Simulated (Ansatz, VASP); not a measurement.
## Two plane-wave programs on Mg5TeBr

```xyz
7
Lattice="4.2246 0.0000 0.0000 0.0000 4.2246 0.0000 0.0000 0.0000 10.6177" Properties=species:S:1:pos:R:3 pbc="T T T"
Mg    0.0000    2.1123    3.0670
Mg    0.0000    2.1123    7.5508
Mg    2.1123    0.0000    3.0670
Mg    2.1123    0.0000    7.5508
Mg    0.0000    0.0000    0.0000
Te    0.0000    0.0000    5.3089
Br    2.1123    2.1123    0.0000
```

Change from the starting cell: species swapped into the GaAsPd5 type (P4/mmm, No. 123).

Alike in both runs: functional PBE; k mesh 4 × 4 × 2; occupations gaussian, width 0.1 eV; no spin polarisation.

Ansatz relaxed the structure, and its values are those at the end. VASP's run is a single point on that final structure, the one shown.

|  | VASP | Ansatz |
| --- | --- | --- |
| version | VASP 6.6.1 | Ansatz 0.2.0 |
| potentials or method | VASP PAW PBE potentials, release 64 (Mg, Te, Br), cutoff 520 eV | scalar-relativistic, plane waves, PAW |
| valence electrons in the cell | 23 | 73 |

Ansatz gave:

```
gap on the k mesh at the Fermi level (eV) : none
pressure (GPa)                            : 0.1
rms of the force components (eV/Å)        : 0.011
```

Q: What did VASP give for the same quantities?

A: gap on the k mesh at the Fermi level (eV): none; pressure (GPa): 0.0; rms of the force components (eV/Å): 0.011.

A gap of «none» marks a metal or a gap that the smearing closes. VASP's potentials hold 23 valence electrons a cell and Ansatz's 73, so a difference there can come from the potentials and not from the codes.

The k mesh is coarse, so the values compare programs but aren't converged. Spin-orbit coupling is off throughout.
